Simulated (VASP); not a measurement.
# Zr (C2/c) in VASP: single point with PBE

Aim: the single point of Zr with PBE.

All numbers are computed with VASP 6.6.1; they aren't measurements. Logs are shortened: lines on timing, memory, paths and dates and some standing lists are left out, and cuts for length are marked.

## 1. The cell of the first run

Symmetry: C2/c, No. 15, monoclinic system. Conventional cell: a = 3.233 Å, b = 5.598 Å, c = 5.148 Å, α = 90.00°, β = 92.15°, γ = 90.00°. Zr (site symmetry 2) has 12 Zr at 3.13 to 3.23 Å within 4.1 Å.

## 2. Single point, PBE (strain +0.0375 x Voigt [0, 0, 0, 0, 1, 0])

The input, INCAR:

```
PREC     = Accurate       # precision mode
ENCUT    = 520            # plane-wave cutoff, eV
EDIFF    = 1E-7           # SCF threshold, eV
ISMEAR   = 0              # smearing method
SIGMA    = 0.15           # smearing width, eV
LREAL    = F              # projectors in reciprocal space
LASPH    = T              # aspherical terms in the spheres
NELM     = 60             # most SCF steps
ALGO     = Fast           # electronic algorithm
ISIF     = 2              # what is computed and relaxed
LWAVE    = F              # write WAVECAR
LCHARG   = T              # write CHGCAR
GGA      = PE             # functional
LELF     = T              # ELF
LVHAR    = T            
NBANDS   = 19             # bands
```

The input, KPOINTS:

```
Automatic mesh
0
Gamma
  18 18 10
```

The input, POSCAR:

```
Zr
1.0
    3.2319982225      0.0000000000      0.0605999667
   -1.6159991112      2.7989925657     -0.0302999833
    0.0965062500      0.0000000000      5.1470000000
Zr
2
Direct
    0.3333333333      0.6666666667      0.2500000000
    0.6666666667      0.3333333333      0.7500000000
```

Potentials or basis: VASP PAW PBE potentials, release 64 (Zr_sv).

On the command line:

```
> cat potpaw_PBE.64/Zr_sv/POTCAR > POTCAR
> mpirun -np 1 vasp_std > vasp.out
```

OUTCAR:

```text
PREC = Accurate
   ENCUT = 520
   EDIFF = 1E-7
   ISMEAR = 0
   LREAL = F
   LASPH = T
   NELM = 60
   ISIF = 2
   GGA = PE

 ion  position               nearest neighbor table
   1  0.333  0.667  0.250-   2 3.13   2 3.13   2 3.18   2 3.18   2 3.23   2 3.23
   2  0.667  0.333  0.750-   1 3.13   1 3.13   1 3.18   1 3.18   1 3.23   1 3.23

  LATTYP: Found a base centered monoclinic cell.
 ALAT       =     3.2325662973
 B/A-ratio  =     1.7317464258
 C/A-ratio  =     1.5925132521
 COS(beta)  =    -0.0374868210

  Lattice vectors:

 A1 = (  -1.6159991112,   2.7989925657,  -0.0302999833)
 A2 = (  -1.6159991113,  -2.7989925657,  -0.0302999834)
 A3 = (   0.0965062500,   0.0000000000,   5.1470000000)

Analysis of symmetry for initial positions (statically):
=====================================================================
 Subroutine PRICEL returns:
 Original cell was already a primitive cell.

 Routine SETGRP: Setting up the symmetry group for a
 base centered monoclinic supercell.

 Subroutine GETGRP returns: Found  4 space group operations
 (whereof  2 operations were pure point group operations)
 out of a pool of  4 trial point group operations.

The static configuration has the point symmetry S_2 .
 The point group associated with its full space group is C_2h.

Analysis of symmetry for dynamics (positions and initial velocities):
=====================================================================
 Subroutine PRICEL returns:
 Original cell was already a primitive cell.

 Routine SETGRP: Setting up the symmetry group for a
 base centered monoclinic supercell.

 Subroutine GETGRP returns: Found  4 space group operations
 (whereof  2 operations were pure point group operations)
 out of a pool of  4 trial point group operations.

The dynamic configuration has the point symmetry S_2 .
 The point group associated with its full space group is C_2h.

 Subroutine INISYM returns: Found  4 space group operations
 (whereof  2 operations are pure point group operations),
 and found     1 'primitive' translations

----------------------------------------------------------------------------------------

                                     Primitive cell

  volume of cell :      46.5451

  direct lattice vectors                    reciprocal lattice vectors
[... 83 lines left out ...]
   LSORBIT =      F    spin-orbit coupling
   LASPH  =      T    aspherical Exc in radial PAW
   ENCUT  =  520.0 eV  38.22 Ry    6.18 a.u.   6.01  6.01  9.57*2*pi/ulx,y,z
   NELM   =     60;   NELMIN=  2; NELMDL= -5     # of ELM steps
   EDIFF  = 0.1E-06   stopping-criterion for ELM
   LREAL  =      F    real-space projection
   EDIFFG = 0.1E-05   stopping-criterion for IOM
   NSW    =      0    number of steps for IOM
   IBRION =     -1    ionic relax: 0-MD 1-quasi-New 2-CG
   NFREE  =      0    steps in history (QN), initial steepest desc. (CG)
   ISIF   =      2    stress and relaxation
   ISYM   =      2    0-nonsym 1-usesym 2-fastsym
   POTIM  = 0.5000    time-step for ionic-motion
   TEBEG  =    0.0;   TEEND  =   0.0 temperature during run
   PSTRESS=    0.0 pullay stress
   NELECT =      24.0000    total number of electrons
   NUPDOWN=      -1.0000    fix difference up-down
   EMIN   =  10.00;   EMAX   =-10.00  energy-range for DOS
   EFERMI =   0.00;   METHOD = LEGACY
   ISMEAR =     0;   SIGMA  =   0.15  broadening in eV -4-tet -1-fermi 0-gaus
   EFERMI_NEDOS =   21; number of points for ismear=-14 and -15
   IALGO  =     68    algorithm
   IMIX   =      4    mixing-type and parameters
     AMIX     =   0.40;   BMIX     =  1.00
     AMIX_MAG =   1.60;   BMIX_MAG =  1.00
  volume/ion in A,a.u.               =      23.27       157.05
  Fermi-wavevector in a.u.,A,eV,Ry     =   1.312765  2.480767 23.447643  1.723353
  Thomas-Fermi vector in A             =   2.443135
   LORBIT       =      0    0 simple, 1 ext, 2 COOP (PROOUT), +10 PAW based schemes
   GGA     = PE    functional components
   LHFCALC =     F    Hartree Fock is set to
   AEXX    =    0.0000 exact exchange contribution
   IVDW    =     0    specifies the selected vdW correction
   LEPSILON=     F    determine dielectric tensor
   LRPA    =     F    only Hartree local field effects (RPA)
 non-spin polarized calculation
 RMM-DIIS sequential band-by-band and
 Gauss-broadening in eV      SIGMA  =   0.15
  energy-cutoff  :      520.00
  volume of cell :       46.55
 maximum number of plane-waves:      1274
   NGX = 13   NGY = 13   NGZ = 19

 number of electron      24.0000000 magnetization

 Free energy of the ion-electron system (eV)
  ---------------------------------------------------
  ext. energy  EPLUGINS =         0.00000000
  ---------------------------------------------------
  free energy    TOTEN  =       -17.04614211 eV

  energy without entropy =      -17.02322765  energy(sigma->0) =      -17.03468488

 E-fermi :   8.9883     XC(G=0): -11.0833

 val. band max:        8.9861045338   @ k =   0.3889   0.2222   0.3000
 cond. band min:       8.9885372592   @ k =   0.2222   0.1667   0.5000
 fundamental gap:      0.0024327254
 Fermi energy:         8.9883143580

 k-point     1 :       0.0000    0.0000    0.0000
  band No.  band energies     occupation
      1     -39.8390      2.00000
      2     -39.6829      2.00000
      3     -18.3661      2.00000
      4     -17.4937      2.00000
      5     -17.4912      2.00000
      6     -17.3665      2.00000
[... 505 lines left out ...]
      6     -17.5971      2.00000
[... 11 lines left out ...]
     18      12.1274      0.00000
     19      14.0000      0.00000

 [... further k-points ...]

------------------------ aborting loop because EDIFF is reached ----------------------------------------

  FORCE on cell =-STRESS in cart. coord.  units (eV):
  Direction    XX          YY          ZZ          XY          YZ          ZX
  --------------------------------------------------------------------------------------
  -------------------------------------------------------------------------------------
  Total        0.1068919      0.0622165      0.2385140      0.0000000      0.0000000     -0.2819555
  in kB        3.6794341      2.1416170      8.2101320      0.0000000      0.0000000     -9.7054749
  external PRESSURE =       4.6770611 kB  Pullay stress =       0.0000000 kB

 VOLUME and BASIS-vectors are now :
 -----------------------------------------------------------------------------
  energy-cutoff  :      520.00
  volume of cell :       46.55
      direct lattice vectors                 reciprocal lattice vectors
     3.231998223  0.000000000  0.060599967     0.309514925  0.178635701 -0.005803405
    -1.615999111  2.798992566 -0.030299983     0.000000000  0.357271403  0.000000000
     0.096506250  0.000000000  5.147000000    -0.003644180 -0.000000000  0.194356263

 POSITION                                       TOTAL-FORCE (eV/Angst)
 -----------------------------------------------------------------------------------
      0.02413      1.86600      1.28675         0.000000      0.004741      0.000000
      1.68838      0.93300      3.89055        -0.000000     -0.004741     -0.000000
 -----------------------------------------------------------------------------------
    total drift:                                0.000000     -0.000000      0.000000

  FREE ENERGIE OF THE ION-ELECTRON SYSTEM (eV)
  ---------------------------------------------------
  free  energy   TOTEN  =       -17.0461421088 eV

  energy  without entropy=      -17.0232276455  energy(sigma->0) =      -17.03468488
```

stdout:

```text
POSCAR found type information on POSCAR Zr
[... 97 lines left out ...]
 num prob  num prob  num prob  num prob  num prob  num prob  num prob  num prob  num prob  num prob  num prob  num prob  num prob  num prob  num prob  num prob  num prob  num prob  num prob  num prob  num prob  num prob  num prob  num prob  num prob  num prob  num prob  num prob  num prob  num prob  num prob  num prob  num prob  num prob  num prob  num prob  num prob  num prob  num prob  num prob  num prob  num prob  num prob  num prob  num prob  num prob  num prob  num prob  num prob  num prob  num prob  num prob  num prob  num prob  num prob  num prob  num prob  num prob  num prob WARNING in EDDRMM: call to ZHEGV failed, returncode =   6  3     19
 num prob  num prob  num prob  num prob  num prob  num prob  num prob  num prob  num prob  num prob  num prob  num prob  num prob  num prob  num prob  num prob  num prob  num prob  nu
```

It took 22 min on 1 thread of Oxide Virtual Turin-like, shared host; peak memory 0.63 GiB.

What came out:

| Property | Result |
| --- | --- |
| Free energy | -17.0461 eV |
| Pressure | 0.5 GPa |
| Largest force | 0.005 eV/Å |
| Band gap on the k mesh | zero (bands 12 and 13 overlap by 1.26 eV) |

Forces in eV/Å, atoms in the order of the input:
```
Zr   0.000  0.005  0.000
Zr   0.000 -0.005  0.000
```

Levels at points of the mesh, in eV from the Fermi level:
| k point | band 8 | band 9 | band 10 | band 11 | band 12 | band 13 | band 14 | band 15 | band 16 | band 17 |
| --- | --- | --- | --- | --- | --- | --- | --- | --- | --- | --- |
| (0.00, 0.00, 0.00) | -26.32 | -5.65 | -3.02 | 0.87 | 0.87 | 1.00 | 1.19 | 1.56 | 1.56 | 2.15 |
| (0.50, 0.00, 0.00) | -26.45 | -2.56 | -2.50 | -2.13 | -0.20 | 0.52 | 0.76 | 1.54 | 4.90 | 5.27 |
| (0.00, 0.50, 0.00) | -26.44 | -2.55 | -2.50 | -2.13 | -0.21 | 0.48 | 0.80 | 1.55 | 4.90 | 5.27 |
| (0.00, 0.00, 0.50) | -26.40 | -3.94 | -3.94 | 0.04 | 0.04 | 0.77 | 0.77 | 0.81 | 0.81 | 3.77 |
| (0.50, 0.00, 0.50) | -26.55 | -2.87 | -2.84 | -1.11 | -0.97 | 1.48 | 1.80 | 2.18 | 2.26 | 5.07 |
| (0.00, 0.50, 0.50) | -26.57 | -2.86 | -2.86 | -1.04 | -1.04 | 1.64 | 1.64 | 2.22 | 2.22 | 5.10 |

Caveat: the cell differs from its parent crystal (strain +0.0375 x Voigt [0, 0, 0, 0, 1, 0]).
